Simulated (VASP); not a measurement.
Here is a VASP 6.6.1 calculation.

The input POSCAR:

```
Sc3Al
1.0
    4.6925186033      0.0000000000      0.0000000000
    0.0000000000      4.6925186033      0.0000000000
    0.0000000000      0.0000000000      4.2675357864
Sc Al
3 1
Direct
    0.5000000000      0.0000000000      0.5000000000
    0.0000000000      0.5000000000      0.5000000000
    0.5000000000      0.5000000000      0.0000000000
    0.0000000000      0.0000000000      0.0000000000
```

File INCAR.step1:

```
SYSTEM = Sc3Al
PREC = Accurate
ENCUT = 520
ISMEAR = 0
SIGMA = 0.1
LREAL = .FALSE.
LASPH = .TRUE.
NELM = 60
NBANDS = 26
GGA = PE
ALGO = Normal
EDIFF = 1E-4
LWAVE = .TRUE.
LCHARG = .FALSE.
```

INCAR.step2

```
SYSTEM = Sc3Al
PREC = Accurate
ENCUT = 520
EDIFF = 1E-6
ISMEAR = 0
SIGMA = 0.1
LREAL = .FALSE.
LASPH = .TRUE.
NELM = 60
ALGO = Normal
ISIF = 2
LWAVE = .FALSE.
LCHARG = .FALSE.
METAGGA = R2SCAN
LMIXTAU = .TRUE.
NBANDS = 26
ISTART = 1
```

The input KPOINTS:

```
regular mesh
0
G
  12 12 12
  0 0 0
```

Potentials or basis: VASP PAW PBE potentials, release 64 (Sc_sv, Al).

Command:

```bash
$ cat potpaw_PBE.64/Sc_sv/POTCAR potpaw_PBE.64/Al/POTCAR > POTCAR
$ cp INCAR.step1 INCAR
$ mpirun -np 1 vasp_std > vasp.out
$ cp INCAR.step2 INCAR
$ mpirun -np 1 vasp_std > vasp.out
```

Question: Predict the pressure.

Answer: -4.3 GPa.

Question: What does it give for the band gap on the k mesh?

Answer: Zero (bands 18 and 19 overlap by 1.95 eV).

Stress tensor (GPa, compression positive):
```
-5.71  0.00  0.00
 0.00 -5.71  0.00
 0.00  0.00 -1.35
```

Caveat: the cell differs from its parent crystal (biaxial strain in the a-b plane: +6.0 %); the cell stands under tension; the PAW data sets were made with another functional, which shifts forces and pressure a little.
